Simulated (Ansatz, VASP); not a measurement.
## MgO: VASP beside Ansatz

POSCAR

```
MgO
1.0
    0.0000000000      2.2820056627      2.2820056627
    2.2820056627      0.0000000000      2.2820056627
    2.2820056627      2.2820056627      0.0000000000
Mg O
1 1
Direct
    0.0000000000      0.0000000000      0.0000000000
    0.2500000000      0.2500000000      0.2500000000
```

Contents of INCAR.step1:

```
ALGO = Normal ; EDIFF = 1E-4
ENCUT = 520 ; GGA = PE
ISMEAR = 0 ; LASPH = True
LCHARG = False ; LREAL = False
LWAVE = True ; NBANDS = 11
NELM = 80 ; PREC = Accurate
SIGMA = 0.01
```

Contents of INCAR.step2:

```
ALGO = Normal ; EDIFF = 1E-6
ENCUT = 520 ; ISIF = 2
ISMEAR = 0 ; ISTART = 1
LASPH = True ; LCHARG = False
LMIXTAU = True ; LREAL = False
LWAVE = False ; METAGGA = R2SCAN
NBANDS = 11 ; NELM = 80
PREC = Accurate ; SIGMA = 0.01
```

File KPOINTS:

```
k-points
0
Gamma
  10 10 10
```

Input for Ansatz:

```yaml
crystal:
  lattice:
    - [0.0, 2.2820056627, 2.2820056627]
    - [2.2820056627, 0.0, 2.2820056627]
    - [2.2820056627, 2.2820056627, 0.0]
  atoms:
    - { symbol: Mg, position: [0.0, 0.0, 0.0] }
    - { symbol: O, position: [0.25, 0.25, 0.25] }
kpoints:
  mp_grid: { grid: [10, 10, 10] }
  band_path:
    path:
      - [0.0, 0.0, 0.0]
      - [-0.5, -0.5, 0.0]
      - [-0.375, -0.375, 0.25]
      - [-0.375, 0.0, 0.375]
      - [0.0, 0.0, 0.5]
      - [-0.5, -0.25, 0.25]
    npoints: 1
hamiltonian:
  xc: r2scan
scf:
  occupations: { method: fixed }
  n_extra_bands: 4
output:
  forces: true
  stress: true
  eigenvalues: true
```

Alike in both runs: task single point; functional r2SCAN; k mesh 10 × 10 × 10; no spin polarisation.

```csv
,VASP,Ansatz
version,VASP 6.6.1,Ansatz 0.2.0
potentials or method,"VASP PAW PBE potentials, release 64 (Mg, O)","plane waves, PAW"
plane-wave cutoff (eV),520,500
occupations,"gaussian, width 0.01 eV",fixed
valence electrons in the cell,8,16
```

|  | VASP | Ansatz | Ansatz less VASP |
| --- | --- | --- | --- |
| gap on the k mesh at the Fermi level (eV) | 4.32 | 4.34 | +0.014 |
| pressure (GPa) | -0.5 | 0.0 | +0.57 |

VASP's potentials were made for PBE, not for r2SCAN. VASP's potentials hold 8 valence electrons a cell and Ansatz's 16, so a difference there can come from the potentials and not from the codes.
